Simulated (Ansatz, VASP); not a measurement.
Given: the input of a run of Ansatz 0.2.0 on SiC.

Contents of input.yaml:

```yaml
crystal:
  lattice:
    - [3.095, 0.0, 0.0]
    - [-1.5475, 2.6803486247, 0.0]
    - [0.0, 0.0, 15.17]
  atoms:
    - { symbol: Si, position: [0.6666666667, 0.3333333333, 0.4583] }
    - { symbol: Si, position: [0.3333333333, 0.6666666667, 0.9583] }
    - { symbol: Si, position: [0.6666666667, 0.3333333333, 0.7917] }
    - { symbol: Si, position: [0.3333333333, 0.6666666667, 0.2917] }
    - { symbol: Si, position: [0.0, 0.0, 0.625] }
    - { symbol: Si, position: [0.0, 0.0, 0.125] }
    - { symbol: C, position: [0.6666666667, 0.3333333333, 0.3333] }
    - { symbol: C, position: [0.3333333333, 0.6666666667, 0.8333] }
    - { symbol: C, position: [0.6666666667, 0.3333333333, 0.6667] }
    - { symbol: C, position: [0.3333333333, 0.6666666667, 0.1667] }
    - { symbol: C, position: [0.0, 0.0, 0.5] }
    - { symbol: C, position: [0.0, 0.0, 0.0] }
hamiltonian:
  xc: revpbe
  pseudopotentials: { kind: paw }
  dispersion: d4
kpoints:
  mp_grid: { grid: [10, 10, 2] }
scf:
  occupations: { method: fermi_dirac, width: 0.05 }
output:
  forces: true
  stress: true
  eigenvalues: true
```

Potentials or basis: Ansatz PAW.

Run with:

```sh
$ ansatz run input.yaml --threads 2 --pin off --max-ram 5120MiB --backend cpu --events-out ev --progress --plain --runs-dir out
```

Question: Set up the same calculation for VASP 6.6.1. Potentials there: VASP PAW PBE potentials, release 64 (Si, C).

Answer: As run (the cutoff follows the program's own potentials):

Contents of INCAR:

```
SYSTEM = SiC
PREC = Accurate
ENCUT = 520
EDIFF = 1E-6
ISMEAR = -1
SIGMA = 0.05
LREAL = .FALSE.
LASPH = .TRUE.
NELM = 60
ALGO = Normal
ISIF = 2
LWAVE = .FALSE.
LCHARG = .FALSE.
GGA = RE
IVDW = 13
NBANDS = 36
```

KPOINTS

```
Automatic mesh
0
G
  10 10 2
  0 0 0
```

POSCAR

```
SiC
1.0
    3.0950000000      0.0000000000      0.0000000000
   -1.5475000000      2.6803486247      0.0000000000
    0.0000000000      0.0000000000     15.1700000000
Si C
6 6
Direct
    0.6666666667      0.3333333333      0.4583000000
    0.3333333333      0.6666666667      0.9583000000
    0.6666666667      0.3333333333      0.7917000000
    0.3333333333      0.6666666667      0.2917000000
    0.0000000000      0.0000000000      0.6250000000
    0.0000000000      0.0000000000      0.1250000000
    0.6666666667      0.3333333333      0.3333000000
    0.3333333333      0.6666666667      0.8333000000
    0.6666666667      0.3333333333      0.6667000000
    0.3333333333      0.6666666667      0.1667000000
    0.0000000000      0.0000000000      0.5000000000
    0.0000000000      0.0000000000      0.0000000000
```

Potentials or basis: VASP PAW PBE potentials, release 64 (Si, C).

Command:

```console
$ cat potpaw_PBE.64/Si/POTCAR potpaw_PBE.64/C/POTCAR > POTCAR
$ mpirun -np 1 vasp_std > vasp.out
```

Both were run:

|  | VASP | Ansatz | Ansatz less VASP |
| --- | --- | --- | --- |
| gap on the k mesh at the Fermi level (eV) | 2.03 | 2.03 | +0.005 |
| least direct gap on the mesh (eV) | 3.12 | 3.13 | +0.011 |
| pressure (GPa) | -6.5 | -6.1 | +0.39 |
| traceless stress, the component that is largest in VASP (GPa) | 0.56 | 0.56 | -0.003 |
| rms of the force components (eV/Å) | 0.040 | 0.038 | -0.0017 |

VASP's potentials were made for PBE, not for revPBE. Atom by atom the forces differ by 0.003 eV/Å (rms over components).
